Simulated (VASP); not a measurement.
**Li2Al: single point with LDA**

Crystal: Li2Al.

```
CELL_PARAMETERS angstrom
2.25343 -4.75130 0.00000
2.25343 4.75130 0.00000
0.00000 0.00000 4.35578
ATOMIC_POSITIONS crystal
Li 0.24139 0.75861 0.25000
Li 0.75861 0.24139 0.75000
Li 0.58986 0.41014 0.25000
Li 0.41014 0.58986 0.75000
Al 0.92502 0.07498 0.25000
Al 0.07498 0.92502 0.75000
```

```yaml
Program: VASP 6.6.1
Task: single point
Functional: LDA
Potentials_or_basis: VASP PAW LDA potentials, release 64 (Li_sv, Al)
Cutoff: 520 eV
k_mesh: 6 × 6 × 5
Occupations: methfessel-paxton, width 0.05 eV
Spin: no spin polarisation
```

| Property | Result |
| --- | --- |
| Largest force | 0.247 eV/Å |
| Band gap on the k mesh | zero (band 9 reaches 4.80 eV, above the bottom of band 10 at 2.26 eV) |

Forces on the atoms (eV/Å):
```
Li   0.000 -0.014  0.000
Li   0.000  0.014  0.000
Li   0.000 -0.029  0.000
Li   0.000  0.029  0.000
Al   0.000  0.247  0.000
Al   0.000 -0.247  0.000
```

Levels at points of the mesh, in eV from the Fermi level:
```
           k point  band 5  band 6  band 7  band 8  band 9  band 10  band 11  band 12  band 13  band 14
(0.00, 0.00, 0.00)   -7.25   -1.90   -1.26   -0.83   -0.28     0.85     1.54     2.22     2.96     4.79
(0.50, 0.00, 0.00)   -6.61   -3.59   -2.15   -1.22   -0.03     1.66     1.95     2.37     4.00     4.34
(0.50, 0.50, 0.00)   -6.79   -4.38   -1.38   -0.34    1.16     1.57     1.93     2.37     4.70     5.14
```

Wall time 46 s on 1 thread of Intel Xeon 6975P-C, on a shared host, peak memory 0.2 GiB.
